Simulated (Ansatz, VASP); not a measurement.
**One calculation of H6C2SO, two programs**

```xyz
40
Lattice="5.0512 0.0000 0.0067 0.0000 6.5919 0.0000 -0.8968 0.0000 10.4710" Properties=species:S:1:pos:R:3 pbc="T T T"
H     1.1942    6.0196    0.2792
H     3.4086    2.7236    4.9630
H     2.9602    0.5723   10.1985
H     0.7458    3.8682    5.5147
H     1.1568    5.2346    1.9416
H     3.4460    1.9386    3.3005
H     2.9975    1.3573    8.5360
H     0.7084    4.6532    7.1771
H     2.5907    6.2295    1.4432
H     2.0121    2.9336    3.7989
H     1.5637    0.3624    9.0344
H     2.1423    3.6583    6.6787
H     1.1056    1.9397   -0.0572
H     3.4972    5.2357    5.2993
H     3.0487    4.6521   10.5348
H     0.6572    1.3562    5.1783
H     1.0473    3.1332    1.3266
H     3.5555    6.4291    3.9156
H     3.1071    3.4587    9.1511
H     0.5989    0.1627    6.5621
H     2.5175    2.1036    1.0736
H     2.0853    5.3996    4.1685
H     1.6369    4.4883    9.4040
H     2.0691    1.1923    6.3091
C     1.4972    6.0989    1.3418
C     3.1056    2.8030    3.9004
C     2.6572    0.4930    9.1359
C     1.0488    3.7889    6.5773
C     1.4175    2.1556    0.9790
C     3.1853    5.4515    4.2632
C     2.7369    4.4363    9.4987
C     0.9691    1.1404    6.2145
S     0.7396    0.9266    2.0709
S     3.8632    4.2225    3.1713
S     3.4147    5.6653    8.4068
S     0.2912    2.3693    7.3064
O     4.3102    0.8309    1.7665
O     0.2926    4.1268    3.4757
O    -0.1558    5.7610    8.7112
O     3.8618    2.4651    7.0020
```

Alike in both runs: functional LDA; k mesh 4 × 4 × 2; occupations gaussian, width 0.02 eV; no spin polarisation.

Ansatz relaxed the structure, and its values are those at the end. VASP's run is a single point on that final structure, the one shown.

|  | VASP | Ansatz |
| --- | --- | --- |
| version | VASP 6.6.1 | Ansatz 0.2.0 |
| potentials or method | VASP PAW LDA potentials, release 64 (H, C, S, O), cutoff 520 eV | scalar-relativistic, plane waves, PAW |
| valence electrons in the cell | 104 | 104 |

```tsv
	VASP	Ansatz	Ansatz less VASP
gap on the k mesh at the Fermi level (eV)	3.85	3.84	-0.005
least direct gap on the mesh (eV)	3.85	3.85	-0.003
pressure (GPa)	-0.3	0.0	+0.32
rms of the force components (eV/Å)	0.045	0.001	-0.0444
```

LDA's correlation is that of Perdew and Zunger in VASP and of Perdew and Wang (1992) in Ansatz.
